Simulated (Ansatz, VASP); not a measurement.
**TePb in VASP and in Ansatz**

```
Pb Te
1.0
     0.00000    3.32355    3.32355
     3.32355    0.00000    3.32355
     3.32355    3.32355    0.00000
Pb Te
1 1
Cartesian
  3.3236 3.3236 3.3236
  0.0000 0.0000 0.0000
```

Alike in both runs: task single point; functional PBE; k mesh 6 × 6 × 6; occupations gaussian, width 0.05 eV; non-collinear spin, spin-orbit coupling.

|  | VASP | Ansatz |
| --- | --- | --- |
| version | VASP 6.6.1 | Ansatz 0.2.0 |
| potentials or method | VASP PAW PBE potentials, release 64 (Pb_d, Te), cutoff 520 eV | plane waves, PAW |
| valence electrons in the cell | 20 | 30 |

```csv
,VASP,Ansatz,Ansatz less VASP
pressure (GPa),-1.3,-1.3,-0.03
net moment per atom (μB),0.00,0.00,0.000
```

The functional is the same, so the differences come from potentials, cutoffs and numerics. VASP's potentials hold 20 valence electrons a cell and Ansatz's 30, so a difference there can come from the potentials and not from the codes.
